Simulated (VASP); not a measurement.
CO2:

```xyz
12
Lattice="5.4423 0.0000 0.0000 0.0000 5.4423 0.0000 0.0000 0.0000 5.4423" Properties=species:S:1:pos:R:3 pbc="T T T"
C     0.0000    0.0000    0.0000
C     2.7211    0.0000    2.7211
C     2.7211    2.7211    0.0000
C     0.0000    2.7211    2.7211
O     0.6699    0.6699    0.6699
O     2.0513    4.7724    3.3910
O     3.3910    2.0513    4.7724
O     4.7724    3.3910    2.0513
O     4.7724    4.7724    4.7724
O     3.3910    0.6699    2.0513
O     2.0513    3.3910    0.6699
O     0.6699    2.0513    3.3910
```

Base run:

* Program: VASP 6.6.1
* Functional: r2SCAN
* Potentials or basis: VASP PAW PBE potentials, release 64 (C, O)
* Cutoff: 520 eV
* k mesh: 6 × 6 × 6
* Occupations: gaussian, width 0.01 eV
* Spin: no spin polarisation

Its results: band gap on the k mesh 7.57 eV; pressure 2.6 GPa; largest force 0.707 eV/Å.

Q: The run is repeated on the same cell with these changes: functional from r2SCAN to PBE; occupations from gaussian, width 0.01 eV to fermi-dirac, width 0.02 eV. What comes out?

A: Band gap on the k mesh 6.95 eV; pressure 6.7 GPa; largest force 1.435 eV/Å.

Caveats: the PAW data sets were made with another functional, which shifts forces and pressure a little (at least some runs); the cell stands under pressure (at least some runs); this functional lacks dispersion, which holds the molecules together, so the pressure and a relaxed volume are unreliable (at least some runs); forces of over 1 eV/Å act on the atoms, so gaps and moduli don't describe the material at rest (at least some runs).

A k mesh can miss the band edges.
